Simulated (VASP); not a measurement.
# Te2Mo in VASP: further runs

Runs on Te2Mo. Level: revPBE+D4. Tasks: single point.

Everything below comes from runs of VASP 6.6.1. Logs are shortened: lines on timing, memory, paths and dates and some standing lists are left out, and cuts for length are marked.

**1. The cell of the first run**

The cell holds a slab with vacuum, 6 atoms: a = 6.232 Å, b = 3.409 Å, c = 35.437 Å, α = 90.00°, β = 90.14°, γ = 90.00°.

**2. Single point, revPBE+D4**

File INCAR:

```
SYSTEM = Te2Mo
  PREC = Accurate
  ENCUT = 520
  EDIFF = 1E-7
  ISMEAR = -1
  SIGMA = 0.05
  LREAL = .FALSE.
  LASPH = .TRUE.
  NELM = 80
  ALGO = Normal
  ISIF = 2
  LWAVE = .FALSE.
  LCHARG = .FALSE.
  GGA = RE
  IVDW = 13
  NBANDS = 35
```

File KPOINTS:

```
Automatic mesh
0
G
  4 8 1
  0 0 0
```

File POSCAR:

```
Te2Mo
1.0
    6.2317438208      0.0000000000      0.0000000000
    0.0000000000      3.4093544903      0.0000000000
   -0.0839909111      0.0000000000     35.4373997734
Te Mo
4 2
Direct
    0.4292511000      0.7500000000      0.5407035800
    0.5707489000      0.2500000000      0.4592964200
    0.9208478700      0.2500000000      0.5565273200
    0.0791521300      0.7500000000      0.4434726800
    0.1813475600      0.2500000000      0.4974653700
    0.8186524400      0.7500000000      0.5025346300
```

Potentials or basis: VASP PAW PBE potentials, release 64 (Te, Mo_sv).

Run with:

```bash
$ cat potpaw_PBE.64/Te/POTCAR potpaw_PBE.64/Mo_sv/POTCAR > POTCAR
$ mpirun -np 1 vasp_std > vasp.out
```

OUTCAR:

```text
SYSTEM = Te2Mo
   PREC = Accurate
   ENCUT = 520
   EDIFF = 1E-7
   ISMEAR = -1
   LREAL = .FALSE.
   LASPH = .TRUE.
   NELM = 80
   ISIF = 2
   GGA = RE
   IVDW = 13

 ion  position               nearest neighbor table
   1  0.429  0.750  0.541-   5 2.76   5 2.76   6 2.78   2 3.47   2 3.47   3 3.55   3 3.55   3 3.64
                             3 3.64
   2  0.571  0.250  0.459-   6 2.76   6 2.76   5 2.78   1 3.47   1 3.47   4 3.55   4 3.55   4 3.64
                             4 3.64
   3  0.921  0.250  0.557-   6 2.64   6 2.64   5 2.65   1 3.55   1 3.55   1 3.64   1 3.64
   4  0.079  0.750  0.443-   5 2.64   5 2.64   6 2.65   2 3.55   2 3.55   2 3.64   2 3.64
   5  0.181  0.250  0.497-   4 2.64   4 2.64   3 2.65   1 2.76   1 2.76   2 2.78   6 2.84   6 2.84

   6  0.819  0.750  0.503-   3 2.64   3 2.64   4 2.65   2 2.76   2 2.76   1 2.78   5 2.84   5 2.84

  LATTYP: Found a simple monoclinic cell.
 ALAT       =     6.2317438208
 B/A-ratio  =     0.5470947761
 C/A-ratio  =     5.6866104138
 COS(beta)  =    -0.0023701139

  Lattice vectors:

 A1 = (   6.2317438208,   0.0000000000,   0.0000000000)
 A2 = (   0.0000000000,   3.4093544903,   0.0000000000)
 A3 = (  -0.0839909111,   0.0000000000,  35.4373997734)

Analysis of symmetry for initial positions (statically):
=====================================================================
 Subroutine PRICEL returns:
 Original cell was already a primitive cell.

 Routine SETGRP: Setting up the symmetry group for a
 simple monoclinic supercell.

 Subroutine GETGRP returns: Found  4 space group operations
 (whereof  2 operations were pure point group operations)
 out of a pool of  4 trial point group operations.

The static configuration has the point symmetry S_2 .
 The point group associated with its full space group is C_2h.

Analysis of symmetry for dynamics (positions and initial velocities):
=====================================================================
 Subroutine PRICEL returns:
 Original cell was already a primitive cell.

 Routine SETGRP: Setting up the symmetry group for a
 simple monoclinic supercell.

 Subroutine GETGRP returns: Found  4 space group operations
 (whereof  2 operations were pure point group operations)
 out of a pool of  4 trial point group operations.

The dynamic configuration has the point symmetry S_2 .
 The point group associated with its full space group is C_2h.

 Subroutine INISYM returns: Found  4 space group operations
 (whereof  2 operations are pure point group operations),
 and found     1 'primitive' translations

----------------------------------------------------------------------------------------

                                     Primitive cell

  volume of cell :     752.9109

  direct lattice vectors                    reciprocal lattice vectors
     6.231743821  0.000000000  0.000000000     0.160468727  0.000000000  0.000380330
     0.000000000  3.409354490  0.000000000     0.000000000  0.293310655  0.000000000
    -0.083990911  0.000000000 35.437399773     0.000000000  0.000000000  0.028218775

  length of vectors
     6.231743821  3.409354490 35.437499308     0.160469178  0.293310655  0.028218775

  position of ions in fractional coordinates (direct lattice)
     0.429251100  0.750000000  0.540703580
     0.570748900  0.250000000  0.459296420
     0.920847870  0.250000000  0.556527320
     0.079152130  0.750000000  0.443472680
     0.181347560  0.250000000  0.497465370
     0.818652440  0.750000000  0.502534630

  ion indices of the primitive-cell ions
   primitive index   ion index
                 1           1
                 2           2
                 3           3
                 4           4
                 5           5
                 6           6

----------------------------------------------------------------------------------------

 KPOINTS: Automatic mesh

Automatic generation of k-mesh.
 Grid dimensions read from file:
 generate k-points for:    4    8    1

 Generating k-lattice:

  Cartesian coordinates                     Fractional coordinates (reciprocal lattice)
     0.040117182  0.000000000  0.000095083     0.250000000  0.000000000  0.000000000
     0.000000000  0.036663832  0.000000000     0.000000000  0.125000000  0.000000000
     0.000000000  0.000000000  0.028218775     0.000000000  0.000000000  1.000000000

  Length of vectors
     0.040117295  0.036663832  0.028218775

  Shift w.r.t. Gamma in fractional coordinates (k-lattice)
     0.000000000  0.000000000  0.000000000

 Subroutine IBZKPT returns following result:
 ===========================================

 Found     15 irreducible k-points:

 Following reciprocal coordinates:
            Coordinates               Weight
  0.000000  0.000000  0.000000      1.000000
  0.250000  0.000000 -0.000000      2.000000
  0.500000  0.000000 -0.000000      1.000000
  0.000000  0.125000  0.000000      2.000000
  0.250000  0.125000 -0.000000      4.000000
  0.500000  0.125000 -0.000000      2.000000
  0.000000  0.250000  0.000000      2.000000
  0.250000  0.250000 -0.000000      4.000000
  0.500000  0.250000 -0.000000      2.000000
  0.000000  0.375000  0.000000      2.000000
  0.250000  0.375000 -0.000000      4.000000
  0.500000  0.375000 -0.000000      2.000000
  0.000000  0.500000  0.000000      1.000000
  0.250000  0.500000 -0.000000      2.000000
  0.500000  0.500000 -0.000000      1.000000
   k-points           NKPTS =     15   k-points in BZ     NKDIM =     15   number of bands    NBANDS=     35
   number of dos      NEDOS =    301   number of ions     NIONS =      6
   total plane-waves  NPLWV = 362880
   dimension x,y,z NGX =    48 NGY =   28 NGZ =  270
   dimension x,y,z NGXF=    96 NGYF=   56 NGZF=  540
   ions per type =               4   2
   NGX,Y,Z   is equivalent  to a cutoff of  12.81, 13.65, 12.67 a.u.
   NGXF,Y,Z  is equivalent  to a cutoff of  25.61, 27.31, 25.33 a.u.
 SYSTEM =  Te2Mo
   PREC   = accura    normal or accurate (medium, high low for compatibility)
   ISTART =      0    job   : 0-new  1-cont  2-samecut
   ICHARG =      2    charge: 1-file 2-atom 10-const
   ISPIN  =      1    spin polarized calculation?
   LNONCOLLINEAR =      F non collinear calculations
   LSORBIT =      F    spin-orbit coupling
   LASPH  =      T    aspherical Exc in radial PAW
   ENCUT  =  520.0 eV  38.22 Ry    6.18 a.u.  11.59  6.34 65.89*2*pi/ulx,y,z
   NELM   =     80;   NELMIN=  2; NELMDL= -5     # of ELM steps
   EDIFF  = 0.1E-06   stopping-criterion for ELM
   LREAL  =      F    real-space projection
   EDIFFG = 0.1E-05   stopping-criterion for IOM
   NSW    =      0    number of steps for IOM
   IBRION =     -1    ionic relax: 0-MD 1-quasi-New 2-CG
   NFREE  =      0    steps in history (QN), initial steepest desc. (CG)
   ISIF   =      2    stress and relaxation
   ISYM   =      2    0-nonsym 1-usesym 2-fastsym
   POTIM  = 0.5000    time-step for ionic-motion
   TEBEG  =    0.0;   TEEND  =   0.0 temperature during run
   PSTRESS=    0.0 pullay stress
   NELECT =      52.0000    total number of electrons
   NUPDOWN=      -1.0000    fix difference up-down
   EMIN   =  10.00;   EMAX   =-10.00  energy-range for DOS
   EFERMI =   0.00;   METHOD = LEGACY
   ISMEAR =    -1;   SIGMA  =   0.05  broadening in eV -4-tet -1-fermi 0-gaus
   EFERMI_NEDOS =   21; number of points for ismear=-14 and -15
   IALGO  =     38    algorithm
   IMIX   =      4    mixing-type and parameters
     AMIX     =   0.40;   BMIX     =  1.00
     AMIX_MAG =   1.60;   BMIX_MAG =  1.00
  volume/ion in A,a.u.               =     125.49       846.82
  Fermi-wavevector in a.u.,A,eV,Ry     =   0.671678  1.269288  6.138295  0.451152
  Thomas-Fermi vector in A             =   1.747570
   LORBIT       =      0    0 simple, 1 ext, 2 COOP (PROOUT), +10 PAW based schemes
   GGA     = RE    functional components
   LHFCALC =     F    Hartree Fock is set to
   AEXX    =    0.0000 exact exchange contribution
   IVDW    =    13    specifies the selected vdW correction
   LEPSILON=     F    determine dielectric tensor
   LRPA    =     F    only Hartree local field effects (RPA)
 non-spin polarized calculation
  energy-cutoff  :      520.00
  volume of cell :      752.91
 maximum number of plane-waves:     20323
 NGX is ok and might be reduce to    48
   NGX = 23   NGY = 13   NGZ =131

 number of electron      52.0000000 magnetization

 Free energy of the ion-electron system (eV)
  ---------------------------------------------------
  ext. energy  EPLUGINS =         0.00000000
  ---------------------------------------------------
  free energy    TOTEN  =       -33.63048316 eV

  energy without entropy =      -33.62173302  energy(sigma->0) =      -33.62610809

 E-fermi :  -1.9216     XC(G=0):  -2.3706

 val. band max:       -2.0612907355   @ k =   0.0000   0.1250   0.0000
 cond. band min:      -1.9138611733   @ k =   0.0000   0.1250   0.0000
 fundamental gap:      0.1474295621
 Fermi energy:        -1.9215651731

 k-point     1 :       0.0000    0.0000    0.0000
  band No.  band energies     occupation
      1     -62.8718      2.00000
      2     -62.7970      2.00000
      3     -37.1763      2.00000
      4     -37.0995      2.00000
      5     -37.0507      2.00000
      6     -36.9007      2.00000
[... 27 lines left out ...]
     34       1.8242      0.00000
     35       1.9405      0.00000

 k-point     2 :       0.2500    0.0000   -0.0000
  band No.  band energies     occupation
      1     -62.8716      2.00000
      2     -62.7972      2.00000
      3     -37.1710      2.00000
      4     -37.0990      2.00000
      5     -37.0507      2.00000
      6     -36.9012      2.00000
[... 27 lines left out ...]
     34       2.0067      0.00000
     35       2.1622      0.00000

 k-point     3 :       0.5000    0.0000   -0.0000
  band No.  band energies     occupation
      1     -62.8714      2.00000
      2     -62.7974      2.00000
      3     -37.1656      2.00000
      4     -37.0985      2.00000
      5     -37.0507      2.00000
      6     -36.9017      2.00000
[... 27 lines left out ...]
     34       2.1034      0.00000
     35       2.6297      0.00000

 k-point     4 :       0.0000    0.1250    0.0000
  band No.  band energies     occupation
      1     -62.8678      2.00000
      2     -62.7987      2.00000
      3     -37.1773      2.00000
      4     -37.1248      2.00000
      5     -37.0426      2.00000
      6     -36.9282      2.00000
[... 27 lines left out ...]
     34       1.6919      0.00000
     35       2.1898      0.00000

 k-point     5 :       0.2500    0.1250   -0.0000
  band No.  band energies     occupation
      1     -62.8676      2.00000
      2     -62.7989      2.00000
      3     -37.1734      2.00000
      4     -37.1249      2.00000
      5     -37.0424      2.00000
      6     -36.9289      2.00000
[... 296 lines left out ...]
 k-point    13 :       0.0000    0.5000    0.0000
  band No.  band energies     occupation
      1     -62.8266      2.00000
      2     -62.8266      2.00000
      3     -37.2385      2.00000
      4     -37.2385      2.00000
      5     -36.9858      2.00000
      6     -36.9858      2.00000
[... 27 lines left out ...]
     34       2.0098      0.00000
     35       3.6738      0.00000

 k-point    14 :       0.2500    0.5000   -0.0000
  band No.  band energies     occupation
      1     -62.8266      2.00000
      2     -62.8266      2.00000
      3     -37.2409      2.00000
      4     -37.2409      2.00000
      5     -36.9854      2.00000
      6     -36.9854      2.00000
[... 27 lines left out ...]
     34       1.8668      0.00000
     35       3.3045      0.00000

 k-point    15 :       0.5000    0.5000   -0.0000
  band No.  band energies     occupation
      1     -62.8266      2.00000
      2     -62.8266      2.00000
      3     -37.2432      2.00000
      4     -37.2432      2.00000
      5     -36.9849      2.00000
      6     -36.9849      2.00000
[... 27 lines left out ...]
     34       1.8129      0.00000
     35       2.8610      0.00000

------------------------ aborting loop because EDIFF is reached ----------------------------------------

  DFT-D4 for vdW energy calculation

  Edisp (eV):   -4.29513

  FORCE on cell =-STRESS in cart. coord.  units (eV):
  Direction    XX          YY          ZZ          XY          YZ          ZX
  --------------------------------------------------------------------------------------
  -------------------------------------------------------------------------------------
  Total       5.55018     7.87908     7.12262     0.00000     0.00000     0.13548
  in kB      11.81065    16.76651    15.15676     0.00000     0.00000     0.28830
  external pressure =       14.58 kB  Pullay stress =        0.00 kB

 VOLUME and BASIS-vectors are now :
 -----------------------------------------------------------------------------
  energy-cutoff  :      520.00
  volume of cell :      752.91
      direct lattice vectors                 reciprocal lattice vectors
     6.231743821  0.000000000  0.000000000     0.160468727  0.000000000  0.000380330
     0.000000000  3.409354490  0.000000000     0.000000000  0.293310655  0.000000000
    -0.083990911  0.000000000 35.437399773     0.000000000  0.000000000  0.028218775

 POSITION                                       TOTAL-FORCE (eV/Angst)
 -----------------------------------------------------------------------------------
      2.62957      2.55702     19.16113         0.149602     -0.000000      0.702739
      3.51818      0.85234     16.27627        -0.149602      0.000000     -0.702739
      5.69174      0.85234     19.72188        -0.048194     -0.000000      1.275531
      0.45601      2.55702     15.71552         0.048194      0.000000     -1.275531
      1.08833      0.85234     17.62888         0.576956      0.000000      0.065347
      5.05942      2.55702     17.80852        -0.576956     -0.000000     -0.065347
 -----------------------------------------------------------------------------------
    total drift:                               -0.000000     -0.000000     -0.000000

  FREE ENERGIE OF THE ION-ELECTRON SYSTEM (eV)
  ---------------------------------------------------
  free  energy   TOTEN  =       -37.9256171904 eV

  energy  without entropy=      -37.9168670469  energy(sigma->0) =      -37.92124212
```

Run time: 7.8 min. Hardware: 1 thread of Intel Xeon 6975P-C (Granite Rapids), shared host; peak memory 0.91 GiB.

Results:

```
Free energy                : -37.9256 eV
Largest force              : 1.276 eV/Å
Band gap on the k mesh     : zero (bands 26 and 27 overlap by 0.23 eV)
Dispersion energy per atom : -0.716 eV
```

Forces in eV/Å, atoms in the order of the input:
```
Te   0.150  0.000  0.703
Te  -0.150  0.000 -0.703
Te  -0.048  0.000  1.276
Te   0.048  0.000 -1.276
Mo   0.577  0.000  0.065
Mo  -0.577  0.000 -0.065
```

Levels at points of the mesh, in eV from the Fermi level:
```csv
k point,band 23,band 24,band 25,band 26,band 27,band 28,band 29,band 30
"(0.00, 0.00, 0.00)",-1.02,-0.62,-0.31,0.23,0.69,1.20,1.86,2.25
"(0.50, 0.00, 0.00)",-1.34,-0.85,-0.84,-0.68,0.09,1.25,1.57,2.00
"(0.00, 0.50, 0.00)",-1.68,-1.68,-1.46,-1.46,1.28,1.28,1.56,1.56
"(0.50, 0.50, 0.00)",-1.80,-1.80,-0.88,-0.88,1.21,1.21,2.03,2.03
```

Caveat: there is no dipole correction, which matters where the two faces differ; the PAW data sets were made with another functional, which shifts forces and pressure a little; spin-orbit coupling is left out, which moves the levels of the heavy elements.

**3. Single point, revPBE+D4**

This run uses another cell than the first one.

File INCAR:

```
ALGO     = Normal         # electronic algorithm
EDIFF    = 1E-7           # SCF threshold, eV
ENCUT    = 520            # plane-wave cutoff, eV
GGA      = RE             # functional
ISIF     = 2              # what is computed and relaxed
ISMEAR   = -1             # smearing method
IVDW     = 13             # dispersion correction
LASPH    = T              # aspherical terms in the spheres
LCHARG   = F              # write CHGCAR
LREAL    = F              # projectors in reciprocal space
LWAVE    = F              # write WAVECAR
NBANDS   = 35             # bands
NELM     = 60             # most SCF steps
PREC     = Accurate       # precision mode
SIGMA    = 0.05           # smearing width, eV
```

File KPOINTS:

```
k-points
0
Gamma
  4 8 1
```

Edit POSCAR of step 2 so:

```diff
@@ -2,5 +2,5 @@
 1.0
-    6.2317438208      0.0000000000      0.0000000000
-    0.0000000000      3.4093544903      0.0000000000
-   -0.0839909111      0.0000000000     35.4373997734
+    6.2756307866      0.0000000000      0.0000000000
+    0.0000000000      3.4333648200      0.0000000000
+   -0.0845824159      0.0000000000     35.6869671492
 Te Mo
```

Potentials or basis: VASP PAW PBE potentials, release 64 (Te, Mo_sv).

Run with:

```bash
$ cat potpaw_PBE.64/Te/POTCAR potpaw_PBE.64/Mo_sv/POTCAR > POTCAR
$ mpirun -np 1 vasp_std > vasp.out
```

Run time: 8.2 min. Hardware: 1 thread of Intel Xeon 6975P-C (Granite Rapids), shared host; peak memory 0.91 GiB.

It converged, with:

```
Free energy                : -38.0552 eV
Largest force              : 0.805 eV/Å
Band gap on the k mesh     : zero (bands 26 and 27 overlap by 0.20 eV)
Dispersion energy per atom : -0.713 eV
```

Forces on the atoms (eV/Å):
```
Te   0.099  0.000  0.361
Te  -0.099  0.000 -0.361
Te  -0.031  0.000  0.805
Te   0.031  0.000 -0.805
Mo   0.290  0.000  0.075
Mo  -0.290  0.000 -0.075
```

Levels at points of the mesh, in eV from the Fermi level:
```csv
k point,band 22,band 23,band 24,band 25,band 26,band 27,band 28,band 29,band 30,band 31
"(0.00, 0.00, 0.00)",-1.32,-0.99,-0.61,-0.31,0.21,0.68,1.15,1.81,2.21,2.41
"(0.50, 0.00, 0.00)",-1.35,-1.31,-0.83,-0.83,-0.67,0.10,1.19,1.54,1.94,3.01
"(0.00, 0.50, 0.00)",-2.65,-1.66,-1.66,-1.44,-1.44,1.25,1.25,1.52,1.52,2.11
"(0.50, 0.50, 0.00)",-2.39,-1.77,-1.77,-0.87,-0.87,1.17,1.17,1.99,1.99,2.42
```

Caveat: there is no dipole correction, which matters where the two faces differ; the PAW data sets were made with another functional, which shifts forces and pressure a little; spin-orbit coupling is left out, which moves the levels of the heavy elements.

(Continued in part 2 of 2.)

The gap in the log of VASP goes by the Fermi energy; the results here count the filled bands.